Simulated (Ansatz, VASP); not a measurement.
# WSe2 in VASP and in Ansatz

The input INCAR:

```
SYSTEM = WSe2
  ALGO = Normal
  EDIFF = 1E-6
  ENCUT = 520
  GGA = PS
  ISIF = 2
  ISMEAR = 0
  LASPH = .TRUE.
  LCHARG = .FALSE.
  LREAL = .FALSE.
  LWAVE = .FALSE.
  NBANDS = 20
  NELM = 80
  PREC = Accurate
  SIGMA = 0.05
```

File KPOINTS:

```
k-points
0
G
  12 12 2
  0 0 0
```

POSCAR

```
WSe2
1.0
    3.4524334418      0.1297775408     -0.1561259766
   -1.6138260737      2.9864813551      0.1924791753
   -0.7954274619      0.6731041240     16.9754614163
W Se
1 2
Direct
   -0.0077170293      0.0013080644      0.0009322183
    0.3300132356      0.6611992134      0.0983916775
    0.3443704604      0.6708260555      0.9006761041
```

Input for Ansatz:

```yaml
crystal:
  lattice:
    - [3.4524334418, 0.1297775408, -0.1561259766]
    - [-1.6138260737, 2.9864813551, 0.1924791753]
    - [-0.7954274619, 0.673104124, 16.9754614163]
  atoms:
    - { symbol: W, position: [-0.0077170293, 0.0013080644, 0.0009322183] }
    - { symbol: Se, position: [0.3300132356, 0.6611992134, 0.0983916775] }
    - { symbol: Se, position: [0.3443704604, 0.6708260555, 0.9006761041] }
basis:
  ecutwfc: 420
kpoints:
  mp_grid: { grid: [12, 12, 2] }
hamiltonian:
  xc: pbesol
scf:
  occupations: { method: gaussian, width: 0.05 }
output:
  forces: true
  stress: true
  eigenvalues: true
```

Change from the starting cell: all atoms moved at random (sigma 0.03 Å a component), cell strained at random (sigma 0.05).

Alike in both runs: task single point; functional PBEsol; k mesh 12 × 12 × 2; occupations gaussian, width 0.05 eV; no spin polarisation.

```csv
,VASP,Ansatz
version,VASP 6.6.1,Ansatz 0.2.0
potentials or method,"VASP PAW PBE potentials, release 64 (W_sv, Se), cutoff 520 eV","scalar-relativistic, plane waves, PAW"
valence electrons in the cell,26,46
```

```csv
,VASP,Ansatz,Ansatz less VASP
gap on the k mesh at the Fermi level (eV),0.97,0.98,+0.005
least direct gap on the mesh (eV),1.02,1.02,+0.002
rms of the force components (eV/Å),0.852,0.855,+0.0030
```

VASP's potentials were made for PBE, not for PBEsol. Atom by atom the forces differ by 0.020 eV/Å (rms over components). The functional is the same, so the differences come from potentials, cutoffs and numerics. VASP's potentials hold 26 valence electrons a cell and Ansatz's 46, so a difference there can come from the potentials and not from the codes.

Neither program's run includes spin-orbit coupling.
